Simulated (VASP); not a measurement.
# MgS (pbe) (R-3m) in VASP: a series of runs, part 2 of 2

VASP 6.6.1.

### Step 3. Relaxation of the atoms, PBE (strained cell)

INCAR reads:

```
  PREC = Accurate
  ENCUT = 520
  EDIFF = 1E-7
  ISMEAR = 0
  SIGMA = 0.02
  LREAL = False
  LASPH = True
  NELM = 120
  ALGO = Normal
  ISIF = 2
  LWAVE = False
  LCHARG = False
  GGA = PE
  IBRION = 2
  NSW = 60
  EDIFFG = -0.002
  GGA_COMPAT = False
  NELMIN = 4
```

KPOINTS reads:

```
Automatic mesh
0
Gamma
  6 6 6
```

POSCAR reads:

```
MgS
1.0
   -0.0264931859      2.6147503249      2.6147503249
    2.6147503249     -0.0264931859      2.6147503249
    2.6147503249      2.6147503249     -0.0264931859
Mg S
1 1
Direct
    0.0000000000      0.0000000000      0.0000000000
    0.5000000000      0.5000000000      0.5000000000
```

Potentials or basis: VASP PAW PBE potentials, release 64 (Mg, S).

Started as:

```console
$ cat potpaw_PBE.64/Mg/POTCAR potpaw_PBE.64/S/POTCAR > POTCAR
$ mpirun -np 1 vasp_std > vasp.out
```

OUTCAR:

```text
PREC = Accurate
   ENCUT = 520
   EDIFF = 1E-7
   ISMEAR = 0
   LREAL = False
   LASPH = True
   NELM = 120
   ISIF = 2
   GGA = PE
   IBRION = 2
   NSW = 60
   EDIFFG = -0.002
   NELMIN = 4

 ion  position               nearest neighbor table
   1  0.000  0.000  0.000-   2 2.63   2 2.63   2 2.63   2 2.63   2 2.63   2 2.63
   2  0.500  0.500  0.500-   1 2.63   1 2.63   1 2.63   1 2.63   1 2.63   1 2.63

  LATTYP: Found a trigonal (rhomboedric) cell.
 ALAT       =     3.6979102764
 COS(alpha) =     0.4898426511

  Lattice vectors:

 A1 = (  -0.0264931859,   2.6147503249,   2.6147503249)
 A2 = (   2.6147503249,  -0.0264931859,   2.6147503249)
 A3 = (   2.6147503249,   2.6147503249,  -0.0264931859)

Analysis of symmetry for initial positions (statically):
=====================================================================
 Subroutine PRICEL returns:
 Original cell was already a primitive cell.

 Routine SETGRP: Setting up the symmetry group for a
 trigonal (rhombohedral) supercell.

 Subroutine GETGRP returns: Found 12 space group operations
 (whereof 12 operations were pure point group operations)
 out of a pool of 12 trial point group operations.

The static configuration has the point symmetry D_3d.

Analysis of symmetry for dynamics (positions and initial velocities):
=====================================================================
 Subroutine PRICEL returns:
 Original cell was already a primitive cell.

 Routine SETGRP: Setting up the symmetry group for a
 trigonal (rhombohedral) supercell.

 Subroutine GETGRP returns: Found 12 space group operations
 (whereof 12 operations were pure point group operations)
 out of a pool of 12 trial point group operations.

The dynamic configuration has the point symmetry D_3d.

 Subroutine INISYM returns: Found 12 space group operations
 (whereof 12 operations are pure point group operations),
 and found     1 'primitive' translations

----------------------------------------------------------------------------------------

                                     Primitive cell

  volume of cell :      36.2971

  direct lattice vectors                    reciprocal lattice vectors
    -0.026493186  2.614750325  2.614750325    -0.188340851  0.190268692  0.190268692
     2.614750325 -0.026493186  2.614750325     0.190268692 -0.188340851  0.190268692
     2.614750325  2.614750325 -0.026493186     0.190268692  0.190268692 -0.188340851

  length of vectors
     3.697910276  3.697910276  3.697910276     0.328445775  0.328445775  0.328445775

  position of ions in fractional coordinates (direct lattice)
     0.000000000  0.000000000  0.000000000
     0.500000000  0.500000000  0.500000000

  ion indices of the primitive-cell ions
   primitive index   ion index
                 1           1
                 2           2

----------------------------------------------------------------------------------------

 KPOINTS: Automatic mesh

Automatic generation of k-mesh.
 Grid dimensions read from file:
 generate k-points for:    6    6    6

 Generating k-lattice:

  Cartesian coordinates                     Fractional coordinates (reciprocal lattice)
    -0.031390142  0.031711449  0.031711449     0.166666667  0.000000000  0.000000000
     0.031711449 -0.031390142  0.031711449     0.000000000  0.166666667  0.000000000
     0.031711449  0.031711449 -0.031390142     0.000000000  0.000000000  0.166666667

  Length of vectors
     0.054740962  0.054740962  0.054740962

  Shift w.r.t. Gamma in fractional coordinates (k-lattice)
     0.000000000  0.000000000  0.000000000

 Subroutine IBZKPT returns following result:
 ===========================================

 Found     32 irreducible k-points:

 Following reciprocal coordinates:
            Coordinates               Weight
  0.000000  0.000000  0.000000      1.000000
  0.166667 -0.000000 -0.000000      6.000000
  0.333333 -0.000000  0.000000      6.000000
  0.500000 -0.000000 -0.000000      3.000000
  0.166667  0.166667 -0.000000      6.000000
  0.333333  0.166667 -0.000000     12.000000
[... 16 lines left out ...]
  0.500000  0.500000  0.166667      6.000000
 -0.333333  0.500000  0.166667     12.000000
 [... further k-points ...]
   k-points           NKPTS =     32   k-points in BZ     NKDIM =     32   number of bands    NBANDS=      8
   number of dos      NEDOS =    301   number of ions     NIONS =      2
   total plane-waves  NPLWV =  21952
   dimension x,y,z NGX =    28 NGY =   28 NGZ =   28
   dimension x,y,z NGXF=    56 NGYF=   56 NGZF=   56
   ions per type =               1   1
   NGX,Y,Z   is equivalent  to a cutoff of  12.59, 12.59, 12.59 a.u.
   NGXF,Y,Z  is equivalent  to a cutoff of  25.18, 25.18, 25.18 a.u.
 SYSTEM =  unknown system
   PREC   = accura    normal or accurate (medium, high low for compatibility)
   ISTART =      0    job   : 0-new  1-cont  2-samecut
   ICHARG =      2    charge: 1-file 2-atom 10-const
   ISPIN  =      1    spin polarized calculation?
   LNONCOLLINEAR =      F non collinear calculations
   LSORBIT =      F    spin-orbit coupling
   LASPH  =      T    aspherical Exc in radial PAW
   ENCUT  =  520.0 eV  38.22 Ry    6.18 a.u.   6.88  6.88  6.88*2*pi/ulx,y,z
   NELM   =    120;   NELMIN=  4; NELMDL= -5     # of ELM steps
   EDIFF  = 0.1E-06   stopping-criterion for ELM
   LREAL  =      F    real-space projection
   EDIFFG = -.2E-02   stopping-criterion for IOM
   NSW    =     60    number of steps for IOM
   IBRION =      2    ionic relax: 0-MD 1-quasi-New 2-CG
   NFREE  =      1    steps in history (QN), initial steepest desc. (CG)
   ISIF   =      2    stress and relaxation
   ISYM   =      2    0-nonsym 1-usesym 2-fastsym
   POTIM  = 0.5000    time-step for ionic-motion
   TEBEG  =    0.0;   TEEND  =   0.0 temperature during run
   PSTRESS=    0.0 pullay stress
   NELECT =       8.0000    total number of electrons
   NUPDOWN=      -1.0000    fix difference up-down
   EMIN   =  10.00;   EMAX   =-10.00  energy-range for DOS
   EFERMI =   0.00;   METHOD = LEGACY
   ISMEAR =     0;   SIGMA  =   0.02  broadening in eV -4-tet -1-fermi 0-gaus
   EFERMI_NEDOS =   21; number of points for ismear=-14 and -15
   IALGO  =     38    algorithm
   IMIX   =      4    mixing-type and parameters
     AMIX     =   0.40;   BMIX     =  1.00
     AMIX_MAG =   1.60;   BMIX_MAG =  1.00
  volume/ion in A,a.u.               =      18.15       122.47
  Fermi-wavevector in a.u.,A,eV,Ry     =   0.988889  1.868730 13.305167  0.977902
  Thomas-Fermi vector in A             =   2.120449
   LORBIT       =      0    0 simple, 1 ext, 2 COOP (PROOUT), +10 PAW based schemes
   GGA     = PE    functional components
   LHFCALC =     F    Hartree Fock is set to
   AEXX    =    0.0000 exact exchange contribution
   IVDW    =     0    specifies the selected vdW correction
   LEPSILON=     F    determine dielectric tensor
   LRPA    =     F    only Hartree local field effects (RPA)
 conjugate gradient relaxation of ions
 non-spin polarized calculation
 Gauss-broadening in eV      SIGMA  =   0.02
  energy-cutoff  :      520.00
  volume of cell :       36.30
 maximum number of plane-waves:       989
   NGX = 13   NGY = 13   NGZ = 13

 number of electron       8.0000001 magnetization

 Free energy of the ion-electron system (eV)
  ---------------------------------------------------
  ext. energy  EPLUGINS =         0.00000000
  ---------------------------------------------------
  free energy    TOTEN  =        -8.49592553 eV

  energy without entropy =       -8.49592553  energy(sigma->0) =       -8.49592553

 E-fermi :   3.6752     XC(G=0):  -9.5640

 val. band max:        3.5508860836   @ k =   0.0000   0.0000   0.0000
 cond. band min:       6.1672009269   @ k =   0.5000   0.5000  -0.0000
 fundamental gap:      2.6163148433
 Fermi energy:         3.6751932207

 k-point     1 :       0.0000    0.0000    0.0000
  band No.  band energies     occupation
      1      -9.0356      2.00000
      2       3.4203      2.00000
      3       3.4203      2.00000
      4       3.5509      2.00000
      5       6.9341      0.00000
      6      11.3506      0.00000
      7      11.3506      0.00000
      8      11.6072      0.00000
[... 243 lines left out ...]
 k-point    24 :      -0.3333    0.5000    0.1667
  band No.  band energies     occupation
      1      -7.4261      2.00000
      2      -0.1436      2.00000
      3       0.9854      2.00000
      4       1.3340      2.00000
      5       7.7673      0.00000
      6       9.7088      0.00000
      7      12.4613      0.00000
      8      13.1481      0.00000

 [... further k-points ...]

------------------------ aborting loop because EDIFF is reached ----------------------------------------

  FORCE on cell =-STRESS in cart. coord.  units (eV):
  Direction    XX          YY          ZZ          XY          YZ          ZX
  --------------------------------------------------------------------------------------
  -------------------------------------------------------------------------------------
  Total       -0.3022004     -0.3022004     -0.3022004      0.1198887      0.1198887      0.1198887
  in kB      -13.3393382    -13.3393382    -13.3393382      5.2919715      5.2919715      5.2919715
  external PRESSURE =     -13.3393382 kB  Pullay stress =       0.0000000 kB

 VOLUME and BASIS-vectors are now :
 -----------------------------------------------------------------------------
  energy-cutoff  :      520.00
  volume of cell :       36.30
      direct lattice vectors                 reciprocal lattice vectors
    -0.026493186  2.614750325  2.614750325    -0.188340851  0.190268692  0.190268692
     2.614750325 -0.026493186  2.614750325     0.190268692 -0.188340851  0.190268692
     2.614750325  2.614750325 -0.026493186     0.190268692  0.190268692 -0.188340851

 POSITION                                       TOTAL-FORCE (eV/Angst)
 -----------------------------------------------------------------------------------
      0.00000      0.00000      0.00000        -0.000000     -0.000000      0.000000
      2.60150      2.60150      2.60150         0.000000      0.000000     -0.000000
 -----------------------------------------------------------------------------------
    total drift:                                0.000000      0.000000      0.000000

  FREE ENERGIE OF THE ION-ELECTRON SYSTEM (eV)
  ---------------------------------------------------
  free  energy   TOTEN  =        -8.4959255310 eV

  energy  without entropy=       -8.4959255310  energy(sigma->0) =       -8.49592553

 reached required accuracy - stopping structural energy minimisation
```

CONTCAR:

```text
MgS
   1.00000000000000
    -0.0264931859000000    2.6147503249000001    2.6147503249000001
     2.6147503249000001   -0.0264931859000000    2.6147503249000001
     2.6147503249000001    2.6147503249000001   -0.0264931859000000
  Mg              S
     1     1
Direct
     0.0000000000000000    0.0000000000000000    0.0000000000000000
     0.5000000000000000    0.5000000000000000    0.5000000000000000

  0.00000000E+00  0.00000000E+00  0.00000000E+00
  0.00000000E+00  0.00000000E+00  0.00000000E+00
```

Run time: 18 s. Hardware: 1 thread of Intel Xeon 8259CL, shared host; peak memory 0.16 GiB.

What came out:

| Quantity | Value |
| --- | --- |
| Free energy | -8.4959 eV |
| Pressure after relaxing | -1.3 GPa |
| Band gap on the k mesh | 2.62 eV, indirect (least direct gap 3.38 eV) |

Final structure:
```
CELL_PARAMETERS angstrom
-0.02649 2.61475 2.61475
2.61475 -0.02649 2.61475
2.61475 2.61475 -0.02649
ATOMIC_POSITIONS crystal
Mg 0.00000 0.00000 0.00000
S 0.50000 0.50000 0.50000
```

Caveat: the cell differs from its parent crystal (strained cell); the relaxation stopped at its first step, so nothing moved.
